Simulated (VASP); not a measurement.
In2SbSe3, 6 atoms in the cell. It takes space group P4/mmm (No. 123, tetragonal). The conventional cell has a = 6.123 Å, b = 6.123 Å, c = 7.624 Å, α = 90.00°, β = 90.00°, γ = 90.00°. Within 4.1 Å of In (site symmetry mmm) lie 2 Sb at 3.06 Å and 4 Se at 4.01 Å. Sb (site symmetry 4/mmm) has 2 Se at 2.59 Å and 4 In at 3.06 Å within 3.4 Å. Se (site symmetry 4mm) has 1 Se at 2.44 Å and 1 Sb at 2.59 Å within 3.2 Å. Within 6.2 Å of Se (site symmetry 4/mmm) lie 12 Se at 4.50 to 6.12 Å and 8 In at 4.89 Å and 8 Sb at 5.77 Å. The cell was generated, and may not be a known phase.

* Program: VASP 6.6.1
* Task: single point
* Functional: PBE
* Potentials or basis: VASP PAW PBE potentials, release 64 (In_d, Sb, Se)
* Cutoff: 520 eV
* k mesh: 6 × 6 × 6
* Occupations: gaussian, width 0.1 eV
* Spin: no spin polarisation
* Dipole correction: no
* Further INCAR settings: ALGO = Normal; EDIFF = 1e-06; NBANDS = 34

Potentials or basis: VASP PAW PBE potentials, release 64 (In_d, Sb, Se).

Run with:

```sh
$ cat potpaw_PBE.64/In_d/POTCAR potpaw_PBE.64/Sb/POTCAR potpaw_PBE.64/Se/POTCAR > POTCAR
$ mpirun -np 1 vasp_std > vasp.out
```

Hardware: 1 thread of Intel Xeon 8259CL, on a shared host.

Problem. How long does it take, and how much memory?

Solution. Run time: 14 min on 1 thread of Intel Xeon 8259CL, on a shared host, peak memory 0.61 GiB. Counts: scf iterations 17, k points 40.
